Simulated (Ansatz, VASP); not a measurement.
**Na4H: VASP beside Ansatz**

```
Na H
1.0
     7.26651    0.00000    0.00000
    -2.42217    6.85093    0.00000
     0.00000    0.00000   20.96654
Na H
8 2
Direct
  0.25000 0.25000 0.19078
  0.25000 0.75000 0.19078
  0.75000 0.25000 0.19078
  0.75000 0.75000 0.19078
  0.00000 0.00000 0.33227
  0.00000 0.50000 0.33227
  0.50000 0.00000 0.33227
  0.50000 0.50000 0.33227
  0.87277 0.75000 0.41478
  0.12723 0.75000 0.41478
```

Alike in both runs: task single point; functional PBE; k mesh 4 × 4 × 1; occupations gaussian, width 0.1 eV; no spin polarisation.

|  | VASP | Ansatz |
| --- | --- | --- |
| version | VASP 6.6.1 | Ansatz 0.2.0 |
| potentials or method | VASP PAW PBE potentials, release 64 (Na_pv, H), cutoff 520 eV | scalar-relativistic, plane waves, PAW |
| valence electrons in the cell | 58 | 74 |

```csv
,VASP,Ansatz,Ansatz less VASP
gap on the k mesh at the Fermi level (eV),none,none,-
rms of the force components (eV/Å),0.240,0.240,+0.0006
```

Atom by atom the forces differ by 0.001 eV/Å (rms over components). A gap of «none» marks a metal or a gap that the smearing closes. VASP's potentials hold 58 valence electrons a cell and Ansatz's 74, so a difference there can come from the potentials and not from the codes.
